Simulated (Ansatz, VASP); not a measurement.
## BAs in VASP and in Ansatz

```xyz
2
Lattice="2.9177 0.0000 0.0000 0.0000 2.9177 0.0000 0.0000 0.0000 2.9177" Properties=species:S:1:pos:R:3 pbc="T T T"
B     0.0000    0.0000    0.0000
As    1.4588    1.4588    1.4588
```

Alike in both runs: task single point; functional r2SCAN; dispersion rVV10; k mesh 10 × 10 × 10; occupations fermi-dirac, width 0.03 eV; no spin polarisation.

|  | VASP | Ansatz |
| --- | --- | --- |
| version | VASP 6.6.1 | Ansatz 0.2.0 |
| potentials or method | VASP PAW PBE potentials, release 64 (B, As) | plane waves, PAW |
| plane-wave cutoff (eV) | 520 | 500 |
| valence electrons in the cell | 8 | 18 |

|  | VASP | Ansatz | Ansatz less VASP |
| --- | --- | --- | --- |
| pressure (GPa) | 0.8 | 0.6 | -0.28 |

VASP's potentials were made for PBE, not for r2SCAN. VASP's potentials hold 8 valence electrons a cell and Ansatz's 18, so a difference there can come from the potentials and not from the codes.
